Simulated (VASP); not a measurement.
Set up this calculation in VASP 6.6.1, as the native input.

| Property | Result |
| --- | --- |
| Task | single point |
| Functional | r2SCAN |
| Potentials or basis | VASP PAW PBE potentials, release 64 (Tl_d, Br) |
| Cutoff | 550 eV |
| k mesh | 8 × 8 × 8 |
| Occupations | gaussian, width 0.05 eV |
| Spin | no spin polarisation |
| Dipole correction | no |
| Further INCAR settings | ALGO = Normal; EDIFF = 1e-06; NBANDS = 17 |

Crystal: TlBr.

```
Tl Br
1.0
     3.97000    0.00000    0.00000
     0.00000    3.97000    0.00000
     0.00000    0.00000    3.97000
Tl Br
1 1
Direct
  0.00000 0.00000 0.00000
  0.50000 0.50000 0.50000
```

These files were run (other wordings do the same):

POSCAR

```
TlBr
1.0
    3.9700005710      0.0000000000      0.0000000000
    0.0000000000      3.9700005710      0.0000000000
    0.0000000000      0.0000000000      3.9700005710
Tl Br
1 1
Direct
    0.0000000000      0.0000000000      0.0000000000
    0.5000000000      0.5000000000      0.5000000000
```

INCAR.step1

```
ALGO = Normal ; EDIFF = 1E-5
ENCUT = 550 ; GGA = PE
GGA_COMPAT = F ; ISMEAR = 0
LASPH = T ; LCHARG = F
LREAL = F ; LWAVE = T
NBANDS = 17 ; NELM = 120
PREC = Accurate ; SIGMA = 0.05
```

INCAR.step2

```
ALGO = Normal ; EDIFF = 1E-6
ENCUT = 550 ; GGA_COMPAT = F
ISIF = 2 ; ISMEAR = 0
ISTART = 1 ; LASPH = T
LCHARG = F ; LMIXTAU = T
LREAL = F ; LWAVE = F
METAGGA = R2SCAN ; NBANDS = 17
NELM = 120 ; PREC = Accurate
SIGMA = 0.05
```

KPOINTS

```
k-points
0
Gamma
  8 8 8
```

Potentials or basis: VASP PAW PBE potentials, release 64 (Tl_d, Br).

Command:

```bash
$ cat potpaw_PBE.64/Tl_d/POTCAR potpaw_PBE.64/Br/POTCAR > POTCAR
$ cp INCAR.step1 INCAR
$ mpirun -np 1 vasp_std > vasp.out
$ cp INCAR.step2 INCAR
$ mpirun -np 1 vasp_std > vasp.out
```

It gave:

```
Pressure               : 0.5 GPa
Band gap on the k mesh : 2.28 eV
```

Caveat: the PAW data sets were made with another functional, which shifts forces and pressure a little; spin-orbit coupling is left out, which moves the levels of the heavy elements.

Wall time 2.5 min on 1 thread of Oxide Virtual Turin-like Processor (shared host), peak memory 0.16 GiB.
